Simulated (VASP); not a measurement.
Ru, 2 atoms in the cell. Symmetry: P6_3/mmc, No. 194, hexagonal system. Conventional cell: a = 2.706 Å, b = 2.706 Å, c = 4.282 Å, α = 90.00°, β = 90.00°, γ = 120.00°. Ru (site symmetry -6m2) has 12 Ru at 2.65 to 2.71 Å within 3.5 Å. 

```yaml
Program: VASP 6.6.1
Task: single point
Functional: r2SCAN
Dispersion: D3(BJ)
Potentials_or_basis: VASP PAW PBE potentials, release 64 (Ru_pv)
Cutoff: 520 eV
k_mesh: 11 × 11 × 6
Occupations: fermi-dirac, width 0.05 eV
Spin: no spin polarisation
Dipole_correction: no
Further_INCAR_settings: ALGO = Normal; EDIFF = 1e-07; NBANDS = 21
```

Potentials or basis: VASP PAW PBE potentials, release 64 (Ru_pv).

Run with:

```bash
$ cat potpaw_PBE.64/Ru_pv/POTCAR > POTCAR
$ cp INCAR.step1 INCAR
$ mpirun -np 1 vasp_std > vasp.out
$ cp INCAR.step2 INCAR
$ mpirun -np 1 vasp_std > vasp.out
```

Hardware: 1 thread of AMD EPYC 9R45 (Zen 5), with other jobs on the host.

Question: How long does it take, and how much memory?

Answer: Wall time 100 s on 1 thread of AMD EPYC 9R45 (Zen 5), with other jobs on the host, peak memory 0.13 GiB. Counts: k points 64.
